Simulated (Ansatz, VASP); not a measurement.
# C in VASP and in Ansatz

```xyz
4
Lattice="2.4612 0.0000 0.0000 -1.2306 2.1315 0.0000 0.0000 0.0000 4.1980" Properties=species:S:1:pos:R:3 pbc="T T T"
C     0.0000    1.4210    0.0001
C     1.2306    0.7105    2.0991
C     0.0000    1.4210    1.5699
C     1.2306    0.7105    3.6690
```

Change from the starting cell: strained cell.

Alike in both runs: functional PBEsol; k mesh 9 × 9 × 6; occupations gaussian, width 0.02 eV; no spin polarisation.

Ansatz relaxed the structure, and its values are those at the end. VASP's run is a single point on that final structure, the one shown.

|  | VASP | Ansatz |
| --- | --- | --- |
| version | VASP 6.6.1 | Ansatz 0.2.0 |
| potentials or method | VASP PAW PBE potentials, release 64 (C), cutoff 520 eV | scalar-relativistic, plane waves, PAW |
| valence electrons in the cell | 16 | 16 |

```csv
,VASP,Ansatz,Ansatz less VASP
gap on the k mesh at the Fermi level (eV),2.90,2.92,+0.020
least direct gap on the mesh (eV),4.69,4.69,+0.003
pressure (GPa),11.4,10.1,-1.24
rms of the force components (eV/Å),0.009,0.000,-0.0087
```

VASP's potentials were made for PBE, not for PBEsol, and Ansatz warns of the same on its side. Ansatz's warnings: stress scf threshold loose.
